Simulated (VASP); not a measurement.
# MgI2 in VASP: notebook

MgI2 is run at these levels: PBE+D3(BJ); tasks: single point.

Everything below comes from runs of VASP 6.6.1. Logs are shortened: lines on timing, memory, paths and dates and some standing lists are left out, and cuts for length are marked.

## (1) The cell of the first run

The cell holds a slab with vacuum, 6 atoms: a = 4.131 Å, b = 4.131 Å, c = 24.227 Å, α = 90.00°, β = 90.00°, γ = 120.00°.

## (2) Single point, PBE+D3(BJ)

Contents of INCAR:

```
ALGO     = Normal         # electronic algorithm
DIPOL    = 0.5 0.5 0.404
EDIFF    = 1E-7           # SCF threshold, eV
ENCUT    = 520            # plane-wave cutoff, eV
GGA      = PE             # functional
IDIPOL   = 3            
ISIF     = 2              # what is computed and relaxed
ISMEAR   = 0              # smearing method
IVDW     = 12             # dispersion correction
LASPH    = True           # aspherical terms in the spheres
LCHARG   = True           # write CHGCAR
LDIPOL   = True         
LELF     = True           # ELF
LREAL    = False          # projectors in reciprocal space
LVACPOTAV= True         
LVHAR    = True         
LWAVE    = False          # write WAVECAR
NBANDS   = 25             # bands
NELM     = 80             # most SCF steps
PREC     = Accurate       # precision mode
SIGMA    = 0.05           # smearing width, eV
```

Contents of KPOINTS:

```
k-points
0
Gamma
  9 9 1
```

Contents of POSCAR:

```
MgI2
1.0
    4.1311064662      0.0000000000      0.0000000000
   -2.0655532331      3.5776431455      0.0000000000
    0.0000000000      0.0000000000     24.2265088138
I Mg
4 2
Direct
    0.3333333333      0.6666666667      0.1857469450
    0.6666666667      0.3333333333      0.3245723297
    0.6666666667      0.5555555556      0.4826636185
    0.3333333333      0.8888888889      0.6214890032
    0.0000000000      0.0000000000      0.2551596374
    1.0000000000      1.2222222222      0.5520763108
```

Potentials or basis: VASP PAW PBE potentials, release 64 (I, Mg).

The run is started by

```console
> cat potpaw_PBE.64/I/POTCAR potpaw_PBE.64/Mg/POTCAR > POTCAR
> mpirun -np 1 vasp_std > vasp.out
```

OUTCAR:

```text
EDIFF = 1E-7
   ENCUT = 520
   GGA = PE
   ISIF = 2
   ISMEAR = 0
   IVDW = 12
   LASPH = True
   LREAL = False
   NELM = 80
   PREC = Accurate
 IVDW          = 12

 ion  position               nearest neighbor table
   1  0.333  0.667  0.186-   5 2.92   5 2.92   5 2.92
   2  0.667  0.333  0.325-   5 2.92   5 2.92   5 2.92
   3  0.667  0.556  0.483-   6 2.92   6 2.92   6 2.92
   4  0.333  0.889  0.621-   6 2.92   6 2.92   6 2.92
   5  0.000  0.000  0.255-   2 2.92   2 2.92   2 2.92   1 2.92   1 2.92   1 2.92
   6  0.000  0.222  0.552-   3 2.92   3 2.92   3 2.92   4 2.92   4 2.92   4 2.92

  LATTYP: Found a hexagonal cell.
 ALAT       =     4.1311064662
 C/A-ratio  =     5.8644116321

  Lattice vectors:

 A1 = (   4.1311064662,   0.0000000000,   0.0000000000)
 A2 = (  -2.0655532331,   3.5776431455,   0.0000000000)
 A3 = (   0.0000000000,   0.0000000000,  24.2265088138)

Analysis of symmetry for initial positions (statically):
=====================================================================
 Subroutine PRICEL returns:
 Original cell was already a primitive cell.

 Routine SETGRP: Setting up the symmetry group for a
 hexagonal supercell.

 Subroutine GETGRP returns: Found  2 space group operations
 (whereof  1 operations were pure point group operations)
 out of a pool of 24 trial point group operations.

The static configuration has the point symmetry C_1 .
 The point group associated with its full space group is C_2 .

Analysis of symmetry for dynamics (positions and initial velocities):
=====================================================================
 Subroutine PRICEL returns:
 Original cell was already a primitive cell.

 Routine SETGRP: Setting up the symmetry group for a
 hexagonal supercell.

 Subroutine GETGRP returns: Found  2 space group operations
 (whereof  1 operations were pure point group operations)
 out of a pool of 24 trial point group operations.

The dynamic configuration has the point symmetry C_1 .
 The point group associated with its full space group is C_2 .

 Subroutine INISYM returns: Found  2 space group operations
 (whereof  1 operations are pure point group operations),
 and found     1 'primitive' translations

----------------------------------------------------------------------------------------

                                     Primitive cell

  volume of cell :     358.0587

  direct lattice vectors                    reciprocal lattice vectors
     4.131106466  0.000000000  0.000000000     0.242065899  0.139756812  0.000000000
    -2.065553233  3.577643146  0.000000000     0.000000000  0.279513624  0.000000000
     0.000000000  0.000000000 24.226508814     0.000000000  0.000000000  0.041277099

  length of vectors
     4.131106466  4.131106466 24.226508814     0.279513624  0.279513624  0.041277099

  position of ions in fractional coordinates (direct lattice)
     0.333333333  0.666666667  0.185746945
     0.666666667  0.333333333  0.324572330
     0.666666667  0.555555556  0.482663618
     0.333333333  0.888888889  0.621489003
     0.000000000  0.000000000  0.255159637
     1.000000000  0.222222222  0.552076311

  ion indices of the primitive-cell ions
   primitive index   ion index
                 1           1
                 2           2
                 3           3
                 4           4
                 5           5
                 6           6

----------------------------------------------------------------------------------------

 KPOINTS: k-points

Automatic generation of k-mesh.
 Grid dimensions read from file:
 generate k-points for:    9    9    1

 Generating k-lattice:

  Cartesian coordinates                     Fractional coordinates (reciprocal lattice)
     0.026896211  0.015528535  0.000000000     0.111111111 -0.000000000  0.000000000
     0.000000000  0.031057069  0.000000000     0.000000000  0.111111111  0.000000000
     0.000000000  0.000000000  0.041277099     0.000000000  0.000000000  1.000000000

  Length of vectors
     0.031057069  0.031057069  0.041277099

  Shift w.r.t. Gamma in fractional coordinates (k-lattice)
     0.000000000  0.000000000  0.000000000

 Subroutine IBZKPT returns following result:
 ===========================================

 Found     25 irreducible k-points:

 Following reciprocal coordinates:
            Coordinates               Weight
  0.000000  0.000000  0.000000      1.000000
  0.111111 -0.000000  0.000000      2.000000
  0.000000  0.111111  0.000000      4.000000
  0.222222  0.000000  0.000000      2.000000
  0.000000  0.222222  0.000000      4.000000
  0.333333 -0.000000  0.000000      2.000000
[... 16 lines left out ...]
 -0.222222 -0.444444  0.000000      4.000000
  0.444444  0.333333  0.000000      4.000000
   k-points           NKPTS =     25   k-points in BZ     NKDIM =     25   number of bands    NBANDS=     25
   number of dos      NEDOS =    301   number of ions     NIONS =      6
   total plane-waves  NPLWV = 184320
   dimension x,y,z NGX =    32 NGY =   32 NGZ =  180
   dimension x,y,z NGXF=    64 NGYF=   64 NGZF=  360
   ions per type =               4   2
   NGX,Y,Z   is equivalent  to a cutoff of  12.88, 12.88, 12.35 a.u.
   NGXF,Y,Z  is equivalent  to a cutoff of  25.76, 25.76, 24.70 a.u.
 SYSTEM =  unknown system
   PREC   = accura    normal or accurate (medium, high low for compatibility)
   ISTART =      0    job   : 0-new  1-cont  2-samecut
   ICHARG =      2    charge: 1-file 2-atom 10-const
   ISPIN  =      1    spin polarized calculation?
   LNONCOLLINEAR =      F non collinear calculations
   LSORBIT =      F    spin-orbit coupling
   LASPH  =      T    aspherical Exc in radial PAW
   ENCUT  =  520.0 eV  38.22 Ry    6.18 a.u.   7.68  7.68 45.05*2*pi/ulx,y,z
   NELM   =     80;   NELMIN=  2; NELMDL= -5     # of ELM steps
   EDIFF  = 0.1E-06   stopping-criterion for ELM
   LREAL  =      F    real-space projection
   EDIFFG = 0.1E-05   stopping-criterion for IOM
   NSW    =      0    number of steps for IOM
   IBRION =     -1    ionic relax: 0-MD 1-quasi-New 2-CG
   NFREE  =      0    steps in history (QN), initial steepest desc. (CG)
   ISIF   =      2    stress and relaxation
   ISYM   =      2    0-nonsym 1-usesym 2-fastsym
   POTIM  = 0.5000    time-step for ionic-motion
   TEBEG  =    0.0;   TEEND  =   0.0 temperature during run
   PSTRESS=    0.0 pullay stress
   NELECT =      32.0000    total number of electrons
   NUPDOWN=      -1.0000    fix difference up-down
   EMIN   =  10.00;   EMAX   =-10.00  energy-range for DOS
   EFERMI =   0.00;   METHOD = LEGACY
   ISMEAR =     0;   SIGMA  =   0.05  broadening in eV -4-tet -1-fermi 0-gaus
   EFERMI_NEDOS =   21; number of points for ismear=-14 and -15
   IALGO  =     38    algorithm
   IMIX   =      4    mixing-type and parameters
     AMIX     =   0.40;   BMIX     =  1.00
     AMIX_MAG =   1.60;   BMIX_MAG =  1.00
  volume/ion in A,a.u.               =      59.68       402.72
  Fermi-wavevector in a.u.,A,eV,Ry     =   0.731937  1.383159  7.289063  0.535731
  Thomas-Fermi vector in A             =   1.824276
   LORBIT       =      0    0 simple, 1 ext, 2 COOP (PROOUT), +10 PAW based schemes
   GGA     = PE    functional components
   LHFCALC =     F    Hartree Fock is set to
   AEXX    =    0.0000 exact exchange contribution
   IVDW    =    12    specifies the selected vdW correction
   LEPSILON=     F    determine dielectric tensor
   LRPA    =     F    only Hartree local field effects (RPA)
 non-spin polarized calculation
 Gauss-broadening in eV      SIGMA  =   0.05
  energy-cutoff  :      520.00
  volume of cell :      358.06
 maximum number of plane-waves:      9709
   NGX = 15   NGY = 15   NGZ = 91

 number of electron      32.0000002 magnetization

 dipolmoment           0.000000      0.000000     -0.000001 electrons x Angstroem

 Free energy of the ion-electron system (eV)
  ---------------------------------------------------
  ext. energy  EPLUGINS =         0.00000000
  ---------------------------------------------------
  free energy    TOTEN  =       -15.39701514 eV

  energy without entropy =      -15.39701514  energy(sigma->0) =      -15.39701514

 E-fermi :  -1.1924     XC(G=0):  -5.0837

 val. band max:       -1.4101102540   @ k =   0.0000   0.0000   0.0000
 cond. band min:       2.1200214057   @ k =   0.4444   0.0000   0.0000
 fundamental gap:      3.5301316598
 Fermi energy:        -1.1923546379

 k-point     1 :       0.0000    0.0000    0.0000
  band No.  band energies     occupation
      1     -13.3948      2.00000
      2     -13.3313      2.00000
      3     -12.8731      2.00000
      4     -12.7984      2.00000
      5      -4.7324      2.00000
      6      -4.3381      2.00000
[... 17 lines left out ...]
     24       5.3108      0.00000
     25       5.3370      0.00000

 k-point     2 :       0.1111   -0.0000    0.0000
  band No.  band energies     occupation
      1     -13.3315      2.00000
      2     -13.2680      2.00000
      3     -12.8321      2.00000
      4     -12.7586      2.00000
      5      -4.6653      2.00000
      6      -4.2883      2.00000
[... 17 lines left out ...]
     24       5.3226      0.00000
     25       5.5414      0.00000

 k-point     3 :       0.0000    0.1111    0.0000
  band No.  band energies     occupation
      1     -13.3312      2.00000
      2     -13.2681      2.00000
      3     -12.8319      2.00000
      4     -12.7589      2.00000
      5      -4.6634      2.00000
      6      -4.2908      2.00000
[... 552 lines left out ...]
 k-point    23 :      -0.2222   -0.4444    0.0000
  band No.  band energies     occupation
      1     -12.6695      2.00000
      2     -12.6033      2.00000
      3     -12.5271      2.00000
      4     -12.4808      2.00000
      5      -4.7481      2.00000
      6      -4.6830      2.00000
[... 17 lines left out ...]
     24       5.7001      0.00000
     25       5.9504      0.00000

 k-point    24 :       0.4444    0.3333    0.0000
  band No.  band energies     occupation
      1     -12.6707      2.00000
      2     -12.6027      2.00000
      3     -12.5275      2.00000
      4     -12.4799      2.00000
      5      -4.7440      2.00000
      6      -4.6852      2.00000
[... 17 lines left out ...]
     24       5.7097      0.00000
     25       5.9439      0.00000

 [... further k-points ...]

------------------------ aborting loop because EDIFF is reached ----------------------------------------

 Edisp (eV)   -1.59534

 E8    (eV) :    -0.7323

  FORCE on cell =-STRESS in cart. coord.  units (eV):
  Direction    XX          YY          ZZ          XY          YZ          ZX
  --------------------------------------------------------------------------------------
  -------------------------------------------------------------------------------------
  Total      -0.23831    -0.21408     0.14105    -0.02098     0.16587    -0.09576
  in kB      -1.06632    -0.95793     0.63113    -0.09387     0.74220    -0.42851
  external pressure =       -0.46 kB  Pullay stress =        0.00 kB

 VOLUME and BASIS-vectors are now :
 -----------------------------------------------------------------------------
  energy-cutoff  :      520.00
  volume of cell :      358.06
      direct lattice vectors                 reciprocal lattice vectors
     4.131106466  0.000000000  0.000000000     0.242065899  0.139756812  0.000000000
    -2.065553233  3.577643146  0.000000000     0.000000000  0.279513624  0.000000000
     0.000000000  0.000000000 24.226508814     0.000000000  0.000000000  0.041277099

 POSITION                                       TOTAL-FORCE (eV/Angst)
 -----------------------------------------------------------------------------------
     -0.00000      2.38510      4.50000         0.000513     -0.001948      0.014466
      2.06555      1.19255      7.86325         0.026626     -0.043177     -0.080636
      1.60654      1.98758     11.69325        -0.024080      0.044647      0.080636
     -0.45901      3.18013     15.05651        -0.001431      0.001419     -0.014466
      0.00000      0.00000      6.18163        -0.002360      0.002207     -0.001137
     -0.45901      0.79503     13.37488         0.000732     -0.003148      0.001137
 -----------------------------------------------------------------------------------
    total drift:                               -0.000103     -0.000060     -0.000031

  FREE ENERGIE OF THE ION-ELECTRON SYSTEM (eV)
  ---------------------------------------------------
  free  energy   TOTEN  =       -16.9923507375 eV

  energy  without entropy=      -16.9923507375  energy(sigma->0) =      -16.99235074

 vacuum level on the upper side and lower side of the slab         4.922         4.922
```

It took 5.3 min on 1 thread of Intel Xeon Platinum 8259CL at 2.50GHz (Skylake/Cascade Lake), shared host; peak memory 0.56 GiB.

Results:

| Quantity | Value |
| --- | --- |
| Free energy | -16.9924 eV |
| Largest force | 0.095 eV/Å |
| Band gap on the k mesh | 3.53 eV, indirect (least direct gap 3.93 eV) |
| Dispersion energy per atom | -0.266 eV |

Forces on the atoms (eV/Å):
```
I    0.001 -0.002  0.014
I    0.027 -0.043 -0.081
I   -0.024  0.045  0.081
I   -0.001  0.001 -0.014
Mg  -0.002  0.002 -0.001
Mg   0.001 -0.003  0.001
```

Caveat: spin-orbit coupling is left out, which moves the levels of the heavy elements.

## (3) Single point, PBE+D3(BJ)

Contents of INCAR:

```
SYSTEM = MgI2
  PREC = Accurate
  ENCUT = 520
  EDIFF = 1E-6
  ISMEAR = 0
  SIGMA = 0.05
  LREAL = .False.
  LASPH = .True.
  NELM = 60
  ALGO = Normal
  ISIF = 2
  LWAVE = .False.
  LCHARG = .True.
  LDIPOL = .True.
  IDIPOL = 3
  DIPOL = 0.5 0.5 0.404
  GGA = PE
  IVDW = 12
  LELF = .True.
  LVHAR = .True.
  LVACPOTAV = .True.
  NBANDS = 25
```

Contents of KPOINTS:

```
regular mesh
0
Gamma
  9 9 1
  0 0 0
```

Contents of POSCAR:

```
MgI2
1.0
    4.1311064662      0.0000000000      0.0000000000
   -2.0655532331      3.5776431455      0.0000000000
    0.0000000000      0.0000000000     24.2265088138
I Mg
4 2
Direct
    0.3333333333      0.6666666667      0.1857469450
    0.6666666667      0.3333333333      0.3245723297
    0.6666666667      0.7777777778      0.4826636185
    0.3333333333      1.1111111111      0.6214890032
    0.0000000000      0.0000000000      0.2551596374
    1.0000000000      1.4444444444      0.5520763108
```

Potentials or basis: VASP PAW PBE potentials, release 64 (I, Mg).

The run is started by

```console
> cat potpaw_PBE.64/I/POTCAR potpaw_PBE.64/Mg/POTCAR > POTCAR
> mpirun -np 1 vasp_std > vasp.out
```

It took 5 min on 1 thread of Intel Xeon Platinum 8259CL at 2.50GHz (Skylake/Cascade Lake), shared host; peak memory 0.56 GiB.

Results (log left out):

* Free energy: -17.0273 eV
* Largest force: 0.022 eV/Å
* Band gap on the k mesh: 3.53 eV, indirect (least direct gap 3.91 eV)
* Dispersion energy per atom: -0.266 eV

Forces on the atoms (eV/Å):
```
I   -0.001 -0.001  0.015
I    0.010 -0.012  0.015
I   -0.005  0.015 -0.015
I   -0.001  0.000 -0.015
Mg  -0.002  0.000  0.011
Mg  -0.001 -0.002 -0.011
```

Levels at points of the mesh, in eV from the valence-band top:
```tsv
k point	band 14	band 15	band 16	band 17	band 18	band 19
(0.00, 0.00, 0.00)	-0.04	-0.02	0.00	3.91	4.35	4.91
```

Caveat: spin-orbit coupling is left out, which moves the levels of the heavy elements.

## (4) Single point, PBE+D3(BJ)

Contents of INCAR:

```
SYSTEM = MgI2
ALGO = Normal ; DIPOL = 0.5 0.5 0.404
EDIFF = 1E-7 ; ENCUT = 520
GGA = PE ; IDIPOL = 3
ISIF = 2 ; ISMEAR = 0
IVDW = 12 ; LASPH = .TRUE.
LCHARG = .TRUE. ; LDIPOL = .TRUE.
LELF = .TRUE. ; LREAL = .FALSE.
LVACPOTAV = .TRUE. ; LVHAR = .TRUE.
LWAVE = .FALSE. ; NBANDS = 25
NELM = 100 ; PREC = Accurate
SIGMA = 0.05
```

Contents of KPOINTS:

```
k-points
0
G
  9 9 1
  0 0 0
```

Contents of POSCAR:

```
MgI2
1.0
    4.1311064662      0.0000000000      0.0000000000
   -2.0655532331      3.5776431455      0.0000000000
    0.0000000000      0.0000000000     24.2265088138
I Mg
4 2
Direct
    0.3333333333      0.6666666667      0.1857469450
    0.6666666667      0.3333333333      0.3245723297
    0.6666666667      1.0000000000      0.4826636185
    0.3333333333      1.3333333333      0.6214890032
    0.0000000000      0.0000000000      0.2551596374
    1.0000000000      1.6666666667      0.5520763108
```

The run is started by

```console
> cat potpaw_PBE.64/I/POTCAR potpaw_PBE.64/Mg/POTCAR > POTCAR
> mpirun -np 1 vasp_std > vasp.out
```

It took 4.9 min on 1 thread of Intel Xeon Platinum 8259CL at 2.50GHz (Skylake/Cascade Lake), shared host; peak memory 0.54 GiB.

It converged, with:

| Quantity | Value |
| --- | --- |
| Free energy | -17.0140 eV |
| Largest force | 0.047 eV/Å |
| Band gap on the k mesh | 3.54 eV, indirect (least direct gap 3.93 eV) |
| Dispersion energy per atom | -0.266 eV |

Forces on the atoms (eV/Å):
```
I   -0.002  0.001  0.015
I   -0.019  0.037 -0.021
I    0.023 -0.035  0.021
I    0.000 -0.002 -0.015
Mg   0.000 -0.003  0.006
Mg  -0.003  0.002 -0.006
```

Levels at points of the mesh, in eV from the valence-band top:
```csv
k point,band 12,band 13,band 14,band 15,band 16,band 17,band 18,band 19,band 20,band 21
"(0.00, 0.00, 0.00)",-0.27,-0.03,-0.03,0.00,0.00,3.93,4.36,4.91,4.94,5.89
```

Caveat: spin-orbit coupling is left out, which moves the levels of the heavy elements.
